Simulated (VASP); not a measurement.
H, 2 atoms in the cell. Symmetry: P6_3/mmc, No. 194, hexagonal system. Conventional cell: a = 4.621 Å, b = 4.621 Å, c = 3.441 Å, α = 90.00°, β = 90.00°, γ = 120.00°. Within 4.2 Å of H (site symmetry -6m2) lie 8 H at 3.17 to 3.44 Å. 

| Property | Result |
| --- | --- |
| Program | VASP 6.6.1 |
| Task | single point |
| Functional | PBE |
| Potentials or basis | VASP PAW PBE potentials, release 64 (H) |
| Cutoff | 520 eV |
| k mesh | 4 × 1 × 1 |
| Occupations | methfessel-paxton, width 0.1 eV |
| Spin | collinear spin |
| Starting moments | [0.98, 0.98] μB |
| Dipole correction | no |
| Further INCAR settings | ALGO = Normal; EDIFF = 1e-06; NBANDS = 12; ISYM = 0 |

Potentials or basis: VASP PAW PBE potentials, release 64 (H).

Launch:

```sh
$ cat potpaw_PBE.64/H/POTCAR > POTCAR
$ mpirun -np 1 vasp_std > vasp.out
```

Hardware: 1 thread of AMD EPYC 7R13, on a shared host.

Problem. Estimate the wall time of this run.

Solution. Wall time 18 s on 1 thread of AMD EPYC 7R13, with other jobs on the host, peak memory 0.16 GiB. Counts: scf iterations 19, k points 3.
